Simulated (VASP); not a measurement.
Crystal: Be7S.

```
Be S
1.0
     2.13690   -2.43221    0.01407
     2.25704    2.53947    0.04650
     0.09606    0.04593    7.07081
Be S
7 1
Direct
  0.74312 0.27060 0.49026
  0.22860 0.78389 0.50602
  0.74126 0.75211 0.30215
  0.72599 0.74372 0.70952
  0.31054 0.25411 0.69458
  0.26394 0.17642 0.28161
  0.49899 0.48644 0.99136
  0.98755 0.03270 0.02450
```

| Item | Value |
| --- | --- |
| Program | VASP 6.6.1 |
| Task | relaxation of cell and atoms |
| Functional | PBE |
| Potentials or basis | VASP PAW PBE potentials, release 64 (Be, S) |
| Cutoff | 600 eV |
| k mesh | 6 × 6 × 4 |
| Occupations | gaussian, width 0.2 eV |
| Spin | no spin polarisation |

At the start: pressure 2.9 GPa; volume 9.65 Å³/atom.

**Question.** How do energy, volume and symmetry change on relaxing?

**Answer.** Over 20 steps the energy falls by 102.5 meV/atom and the volume is 9.81 Å³/atom (+1.7 %); space group P1 (No. 1, to 0.1 Å) before, Amm2 (No. 38, to 0.1 Å).

The path:
```tsv
step	energy change (eV)	largest force (eV/Å)	pressure (GPa)	volume (Å³)
1	0.0000	1.6482	2.86	77.17
2	-0.3678	1.0052	-1.59	79.09
3	-0.4753	0.6589	-4.70	81.00
4	-0.6274	0.4911	-0.98	77.73
5	-0.6457	0.4679	1.08	76.24
6	-0.7054	0.3065	0.94	76.39
7	-0.7316	0.2656	0.97	76.55
8	-0.7667	0.2043	-0.34	77.66
9	-0.7781	0.2829	-1.65	78.98
10	-0.7949	0.2287	0.04	78.02
11	-0.7949	0.2296	0.05	78.02
12	-0.8060	0.1347	0.29	77.89
13	-0.8081	0.1853	0.47	77.81
14	-0.8155	0.1179	-0.05	78.30
15	-0.8162	0.1220	-0.25	78.50
16	-0.8193	0.0630	0.08	78.36
17	-0.8194	0.0588	0.13	78.33
18	-0.8201	0.0294	-0.03	78.49
19	-0.8201	0.0293	-0.01	78.47
20	-0.8203	0.0148	-0.02	78.49
```

Final structure:
```yaml
crystal:
  lattice:
    - [2.19316, -2.65476, 0.00011]
    - [2.19491, 2.65421, 0.00146]
    - [-0.00160, 0.00107, 6.73817]
  atoms:
    - { symbol: Be, position: [0.76425, 0.23570, 0.49989] }
    - { symbol: Be, position: [0.22035, 0.78057, 0.50001] }
    - { symbol: Be, position: [0.73356, 0.74836, 0.29957] }
    - { symbol: Be, position: [0.73399, 0.74762, 0.70046] }
    - { symbol: Be, position: [0.25127, 0.26790, 0.70029] }
    - { symbol: Be, position: [0.25140, 0.26765, 0.29967] }
    - { symbol: Be, position: [0.57461, 0.42399, 0.00002] }
    - { symbol: S, position: [0.97058, 0.02821, 0.00011] }
```
